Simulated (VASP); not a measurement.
# Cu in VASP: a series of runs, part 2 of 2

VASP 6.6.1. Earlier steps stand in the parts before.

## (5) Single point, PBE

This run uses another cell than the first one: it holds 6 atoms, not 3.

Contents of INCAR:

```
SYSTEM = Cu
PREC = Accurate ; ENCUT = 520
EDIFF = 1E-6 ; ISMEAR = -1
SIGMA = 0.1 ; LREAL = .FALSE.
LASPH = .TRUE. ; NELM = 120
ALGO = Normal ; ISIF = 2
LWAVE = .FALSE. ; LCHARG = .FALSE.
LDIPOL = .TRUE. ; IDIPOL = 3
DIPOL = 0.5 0.5 0.500 ; GGA = PE
NBANDS = 42 ; GGA_COMPAT = .FALSE.
NELMDL = -8
```

Contents of KPOINTS:

```
regular mesh
0
G
  9 9 1
  0 0 0
```

Contents of POSCAR:

```
Cu
1.0
    2.5561910140      0.0000000000      0.0000000000
    1.2780955070      2.2137263550      0.0000000000
    0.0000000000      0.0000000000     22.4356061156
Cu
6
Direct
    0.0000000000      0.0000000000      0.2674320439
    0.3333333333      0.3333333333      0.3604592263
    0.6666666667      0.6666666667      0.4534864088
    0.0000000000      1.0000000000      0.5465135912
    0.3333333333      0.3333333333      0.6395407737
    0.6666666667      0.6666666667      0.7325679561
```

Potentials or basis: VASP PAW PBE potentials, release 64 (Cu).

Command:

```bash
cat potpaw_PBE.64/Cu/POTCAR > POTCAR
mpirun -np 1 vasp_std > vasp.out
```

OUTCAR:

```text
SYSTEM = Cu
   PREC = Accurate
   ENCUT = 520
   EDIFF = 1E-6
   ISMEAR = -1
   LREAL = .FALSE.
   LASPH = .TRUE.
   NELM = 120
   ISIF = 2
   GGA = PE
   NELMDL = -8

 ion  position               nearest neighbor table
   1  0.000  0.000  0.267-   2 2.56   2 2.56   2 2.56
   2  0.333  0.333  0.360-   1 2.56   1 2.56   1 2.56   3 2.56   3 2.56   3 2.56
   3  0.667  0.667  0.453-   4 2.56   4 2.56   4 2.56   2 2.56   2 2.56   2 2.56
   4  0.000  0.000  0.547-   3 2.56   3 2.56   3 2.56   5 2.56   5 2.56   5 2.56
   5  0.333  0.333  0.640-   6 2.56   6 2.56   6 2.56   4 2.56   4 2.56   4 2.56
   6  0.667  0.667  0.733-   5 2.56   5 2.56   5 2.56

  LATTYP: Found a hexagonal cell.
 ALAT       =     2.5561910140
 C/A-ratio  =     8.7769677591

  Lattice vectors:

 A1 = (  -1.2780955070,  -2.2137263550,   0.0000000000)
 A2 = (   2.5561910140,   0.0000000000,   0.0000000000)
 A3 = (   0.0000000000,   0.0000000000,  22.4356061156)

Analysis of symmetry for initial positions (statically):
=====================================================================
 Subroutine PRICEL returns:
 Original cell was already a primitive cell.

 Routine SETGRP: Setting up the symmetry group for a
 hexagonal supercell.

 Subroutine GETGRP returns: Found 12 space group operations
 (whereof  6 operations were pure point group operations)
 out of a pool of 24 trial point group operations.

The static configuration has the point symmetry C_3v.
 The point group associated with its full space group is D_3d.

Analysis of symmetry for dynamics (positions and initial velocities):
=====================================================================
 Subroutine PRICEL returns:
 Original cell was already a primitive cell.

 Routine SETGRP: Setting up the symmetry group for a
 hexagonal supercell.

[... 118 lines left out ...]
   IMIX   =      4    mixing-type and parameters
     AMIX     =   0.40;   BMIX     =  1.00
     AMIX_MAG =   1.60;   BMIX_MAG =  1.00
  volume/ion in A,a.u.               =      21.16       142.79
  Fermi-wavevector in a.u.,A,eV,Ry     =   1.316349  2.487539 23.575840  1.732775
  Thomas-Fermi vector in A             =   2.446468
   LORBIT       =      0    0 simple, 1 ext, 2 COOP (PROOUT), +10 PAW based schemes
   GGA     = PE    functional components
[... 5 lines left out ...]
 non-spin polarized calculation
  energy-cutoff  :      520.00
  volume of cell :      126.96
 maximum number of plane-waves:      3432
   NGX =  9   NGY =  9   NGZ = 83

 number of electron      66.0000007 magnetization

 dipolmoment           0.000000      0.000000     -0.000005 electrons x Angstroem

 Free energy of the ion-electron system (eV)
  ---------------------------------------------------
  ext. energy  EPLUGINS =         0.00000000
  ---------------------------------------------------
  free energy    TOTEN  =       -21.54647255 eV

  energy without entropy =      -21.51275972  energy(sigma->0) =      -21.52961613

 E-fermi :   2.1690     XC(G=0):  -7.9091

 val. band max:        2.1398558828   @ k =   0.4444  -0.0000   0.0000
 cond. band min:       2.4433411746   @ k =  -0.4444   0.1111   0.0000
 fundamental gap:      0.3034852918
 Fermi energy:         2.1690482060

 k-point     1 :       0.0000    0.0000    0.0000
  band No.  band energies     occupation
      1      -7.0187      2.00000
      2      -6.3335      2.00000
      3      -5.3272      2.00000
      4      -4.1641      2.00000
      5      -3.2313      2.00000
      6      -2.9609      2.00000
[... 529 lines left out ...]
     41       8.5043      0.00000
     42       8.5044      0.00000

------------------------ aborting loop because EDIFF is reached ----------------------------------------

 vacuum level on the upper side and lower side of the slab       (xc-potential included)        -0.295        -0.295

  FORCE on cell =-STRESS in cart. coord.  units (eV):
  Direction    XX          YY          ZZ          XY          YZ          ZX
  --------------------------------------------------------------------------------------
  -------------------------------------------------------------------------------------
  Total       -0.3551130     -0.3551130      0.4191171      0.0000000      0.0000000      0.0000000
  in kB       -4.4814863     -4.4814863      5.2892117      0.0000000      0.0000000      0.0000000
  external PRESSURE =      -1.2245870 kB  Pullay stress =       0.0000000 kB

 VOLUME and BASIS-vectors are now :
 -----------------------------------------------------------------------------
  energy-cutoff  :      520.00
  volume of cell :      126.96
      direct lattice vectors                 reciprocal lattice vectors
     2.556191014  0.000000000  0.000000000     0.391207071 -0.225863508  0.000000000
     1.278095507  2.213726355  0.000000000     0.000000000  0.451727016  0.000000000
     0.000000000  0.000000000 22.435606116     0.000000000  0.000000000  0.044572007

 POSITION                                       TOTAL-FORCE (eV/Angst)
 -----------------------------------------------------------------------------------
      0.00000      0.00000      6.00000        -0.000000     -0.000000      0.029283
      1.27810      0.73791      8.08712        -0.000000     -0.000000     -0.120977
      2.55619      1.47582     10.17424        -0.000000     -0.000000      0.004511
      0.00000      0.00000     12.26136         0.000000      0.000000     -0.004511
      1.27810      0.73791     14.34848         0.000000      0.000000      0.120977
      2.55619      1.47582     16.43561         0.000000      0.000000     -0.029283
 -----------------------------------------------------------------------------------
    total drift:                                0.000000      0.000000     -0.001063

  FREE ENERGIE OF THE ION-ELECTRON SYSTEM (eV)
  ---------------------------------------------------
  free  energy   TOTEN  =       -21.5464725519 eV

  energy  without entropy=      -21.5127597153  energy(sigma->0) =      -21.52961613

 vacuum level on the upper side and lower side of the slab         6.731         6.732
```

It took 60 s on 1 thread of Intel Xeon 6975P-C (Granite Rapids), shared host; peak memory 0.25 GiB.

What came out:

- Free energy: -21.5465 eV
- Largest force: 0.121 eV/Å
- Band gap on the k mesh: zero (band 33 reaches 5.49 eV, above the bottom of band 34 at 0.57 eV)

Forces in eV/Å, atoms in the order of the input:
```
Cu   0.000  0.000  0.029
Cu   0.000  0.000 -0.121
Cu   0.000  0.000  0.005
Cu   0.000  0.000 -0.005
Cu   0.000  0.000  0.121
Cu   0.000  0.000 -0.029
```

Levels at points of the mesh, in eV from the Fermi level:
```
           k point  band 31  band 32  band 33  band 34  band 35  band 36
(0.00, 0.00, 0.00)    -1.88    -1.63    -1.63    -1.60    -1.60    -0.83
```

## (6) The runs side by side

| cell | gap on the mesh (eV) | largest force (eV/Å) |
| --- | --- | --- |
| a = 2.556, b = 2.556, c = 16.174 Å, angles 90.0, 90.0, 60.0°, 3 atoms | none | 0.01 |
| a = 2.556, b = 2.556, c = 18.261 Å, angles 90.0, 90.0, 60.0°, 4 atoms | none | 0.05 |
| a = 2.556, b = 2.556, c = 20.348 Å, angles 90.0, 90.0, 60.0°, 5 atoms | none | 0.07 |
| a = 2.556, b = 2.556, c = 22.436 Å, angles 90.0, 90.0, 60.0°, 6 atoms | none | 0.12 |

Alike in all rows: task single point; level PBE; potentials or basis VASP PAW PBE potentials, release 64 (Cu); no spin polarisation; k mesh 9 × 9 × 1; cutoff (eV) 520; smearing fermi-dirac 0.1 eV.

Absolute energies hang on the potentials; compare differences alone.
